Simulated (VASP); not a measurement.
# Al2Au (P1) in VASP: a series of runs, part 2 of 2

VASP 6.6.1.

### 3 Single point, LDA

The input, INCAR:

```
SYSTEM = Al2Au
ALGO = Normal ; EDIFF = 1E-6
ENCUT = 520 ; GGA = CA
ISIF = 2 ; ISMEAR = -1
LASPH = .True. ; LCHARG = .False.
LREAL = .False. ; LWAVE = .False.
NBANDS = 16 ; NELM = 60
PREC = Accurate ; SIGMA = 0.05
```

The input, KPOINTS:

```
k-points
0
Gamma
  6 6 6
  0 0 0
```

The input, POSCAR:

```
Al2Au
1.0
    0.0237700000      2.9189100000      2.9540300000
    2.9931400000      0.0263700000      2.9514400000
    3.0402300000      2.9634100000     -0.0207200000
Al Au
2 1
Direct
    0.2394500000      0.2171700000      0.2531200000
    0.7714630622      0.7428544038      0.7370920836
    0.9881300000      0.0023400000      0.0322100000
```

Potentials or basis: VASP PAW LDA potentials, release 64 (Al, Au).

On the command line:

```
$ cat potpaw_LDA.64/Al/POTCAR potpaw_LDA.64/Au/POTCAR > POTCAR
$ mpirun -np 1 vasp_std > vasp.out
```

OUTCAR:

```text
SYSTEM = Al2Au
   EDIFF = 1E-6
   ENCUT = 520
   GGA = CA
   ISIF = 2
   ISMEAR = -1
   LASPH = .True.
   LREAL = .False.
   NELM = 60
   PREC = Accurate

 ion  position               nearest neighbor table
   1  0.239  0.217  0.253-   3 2.36   3 2.55   3 2.68   3 2.71   2 2.79   2 2.89   2 2.98   2 2.98
                             2 3.04   2 3.13
   2  0.771  0.743  0.737-   3 2.44   3 2.52   3 2.66   3 2.67   1 2.79   1 2.89   1 2.98   1 2.98
                             1 3.04   1 3.13
   3  0.988  0.002  0.032-   1 2.36   2 2.44   2 2.52   1 2.55   2 2.66   2 2.67   1 2.68   1 2.71

  LATTYP: Found a triclinic cell.
 ALAT       =     7.2561006159
 B/A-ratio  =     0.5723374298
 C/A-ratio  =     0.5758980949
 COS(alpha) =     0.0118573689
 COS(beta)  =     0.2888873883
 COS(gamma) =     0.8665805086

  Lattice vectors:

 A1 = (   3.0169100000,   2.9452800000,   5.9054700000)
 A2 = (   0.0237700000,   2.9189100000,   2.9540300000)
 A3 = (  -0.0470900000,  -2.9370400000,   2.9721600000)

Analysis of symmetry for initial positions (statically):
=====================================================================
 Subroutine PRICEL returns:
 Original cell was already a primitive cell.

 Routine SETGRP: Setting up the symmetry group for a
 triclinic supercell.

 Subroutine GETGRP returns: Found  1 space group operations
 (whereof  1 operations were pure point group operations)
 out of a pool of  2 trial point group operations.

The static configuration has the point symmetry C_1 .

Analysis of symmetry for dynamics (positions and initial velocities):
=====================================================================
 Subroutine PRICEL returns:
 Original cell was already a primitive cell.

 Routine SETGRP: Setting up the symmetry group for a
 triclinic supercell.

 Subroutine GETGRP returns: Found  1 space group operations
 (whereof  1 operations were pure point group operations)
 out of a pool of  2 trial point group operations.

The dynamic configuration has the point symmetry C_1 .

 Subroutine INISYM returns: Found  1 space group operations
[... 114 lines left out ...]
   ISMEAR =    -1;   SIGMA  =   0.05  broadening in eV -4-tet -1-fermi 0-gaus
   EFERMI_NEDOS =   21; number of points for ismear=-14 and -15
   IALGO  =     38    algorithm
   IMIX   =      4    mixing-type and parameters
     AMIX     =   0.40;   BMIX     =  1.00
     AMIX_MAG =   1.60;   BMIX_MAG =  1.00
  volume/ion in A,a.u.               =      17.38       117.26
  Fermi-wavevector in a.u.,A,eV,Ry     =   1.126841  2.129420 17.276267  1.269770
  Thomas-Fermi vector in A             =   2.263524
   LORBIT       =      0    0 simple, 1 ext, 2 COOP (PROOUT), +10 PAW based schemes
   GGA     = CA    functional components
   LHFCALC =     F    Hartree Fock is set to
   AEXX    =    0.0000 exact exchange contribution
   IVDW    =     0    specifies the selected vdW correction
   LEPSILON=     F    determine dielectric tensor
   LRPA    =     F    only Hartree local field effects (RPA)
 non-spin polarized calculation
  energy-cutoff  :      520.00
  volume of cell :       52.13
 maximum number of plane-waves:      1420
   NGX = 15   NGY = 15   NGZ = 15

 number of electron      17.0000000 magnetization

 Free energy of the ion-electron system (eV)
  ---------------------------------------------------
  ext. energy  EPLUGINS =         0.00000000
  ---------------------------------------------------
  free energy    TOTEN  =       -14.04227627 eV

  energy without entropy =      -14.03495251  energy(sigma->0) =      -14.03861439

 E-fermi :   8.0561     XC(G=0): -10.8637

 val. band max:        8.0484926072   @ k =   0.5000   0.5000   0.5000
 cond. band min:       8.0661284993   @ k =   0.1667   0.3333   0.3333
 fundamental gap:      0.0176358921
 Fermi energy:         8.0560868712

 k-point     1 :       0.0000    0.0000    0.0000
  band No.  band energies     occupation
      1      -2.8114      2.00000
      2       1.0297      2.00000
      3       1.1581      2.00000
      4       1.2432      2.00000
      5       2.1165      2.00000
      6       2.1618      2.00000
[... 433 lines left out ...]
      3       1.4092      2.00000
      4       1.5200      2.00000
      5       2.2630      2.00000
      6       2.4870      2.00000
[... 8 lines left out ...]
     15      17.4148      0.00000
     16      18.5259      0.00000

 [... further k-points ...]
[... 5 lines left out ...]
  --------------------------------------------------------------------------------------
  -------------------------------------------------------------------------------------
  Total        0.6323118      1.6661745      1.9087036      0.7828289      0.5310058      0.7427677
  in kB       19.4337220     51.2088660     58.6628524     24.0597735     16.3201415     22.8285166
  external PRESSURE =      43.1018134 kB  Pullay stress =       0.0000000 kB

 VOLUME and BASIS-vectors are now :
 -----------------------------------------------------------------------------
  energy-cutoff  :      520.00
  volume of cell :       52.13
      direct lattice vectors                 reciprocal lattice vectors
     0.023770000  2.918910000  2.954030000    -0.167790327  0.173318858  0.168612448
     2.993140000  0.026370000  2.951440000     0.169087257 -0.172289674  0.168880765
     3.040230000  2.963410000 -0.020720000     0.163766078  0.168265995 -0.167583272

 POSITION                                       TOTAL-FORCE (eV/Angst)
 -----------------------------------------------------------------------------------
      1.42525      1.45476      1.34306         1.127941      0.818884      0.974010
      4.48273      4.45573      4.45614         0.701142      0.134755     -0.569585
      0.12842      2.97978      2.92520        -1.829083     -0.953639     -0.404424
 -----------------------------------------------------------------------------------
    total drift:                               -0.000712     -0.000404      0.000007

  FREE ENERGIE OF THE ION-ELECTRON SYSTEM (eV)
  ---------------------------------------------------
  free  energy   TOTEN  =       -14.0422762740 eV

  energy  without entropy=      -14.0349525128  energy(sigma->0) =      -14.03861439
```

stdout:

```text
POSCAR found type information on POSCAR AlAu
 POSCAR found :  2 types and       3 ions
 scaLAPACK will be used
 LDA part: xc-table for (Slater(with rela. corr.)+CA(PZ))
 , standard interpolation
 POSCAR, INCAR and KPOINTS ok, starting setup
 FFT: planning ... GRIDC
 FFT: planning ... GRID_SOFT
 FFT: planning ... GRID
 WAVECAR not read
 entering main loop
```

Wall time 22 s (1 thread of Intel Xeon 6975P-C (Granite Rapids), shared host); peak memory 0.21 GiB.

What came out:

| Property | Result |
| --- | --- |
| Free energy | -14.0423 eV |
| Pressure | 4.3 GPa |
| Largest force | 2.102 eV/Å |

Forces on the atoms (eV/Å):
```
Al   1.128  0.819  0.974
Al   0.701  0.135 -0.570
Au  -1.829 -0.954 -0.404
```

Stress tensor (GPa, compression positive):
```
1.94 2.41 2.28
2.41 5.12 1.63
2.28 1.63 5.87
```

Levels at points of the mesh, in eV from the Fermi level:
```
           k point  band 6  band 7  band 8  band 9  band 10  band 11  band 12  band 13
(0.00, 0.00, 0.00)   -5.89    2.10    2.47    2.92     3.15     3.93     4.03     4.36
(0.50, 0.00, 0.00)   -5.76   -5.48    0.08    0.67     2.84     3.42     3.68     4.19
(0.00, 0.50, 0.00)   -5.75   -5.50    0.06    0.62     2.83     3.40     3.69     4.25
(0.50, 0.50, 0.00)   -5.60   -5.29   -2.35   -2.02     1.16     2.19     7.65     9.56
(0.00, 0.00, 0.50)   -5.75   -5.70    0.09    0.70     3.22     3.71     4.07     4.40
(0.50, 0.00, 0.50)   -5.59   -5.18   -2.31   -2.19     1.20     1.93     7.63     9.62
(0.00, 0.50, 0.50)   -5.59   -5.19   -2.17   -2.04     1.51     2.08     7.72     9.73
(0.50, 0.50, 0.50)   -5.86   -5.79   -0.01    0.44     3.25     3.66     4.06     4.31
```

Caveat: spin-orbit coupling is left out, which moves the levels of the heavy elements; forces of over 1 eV/Å act on the atoms, so gaps and moduli don't describe the material at rest.
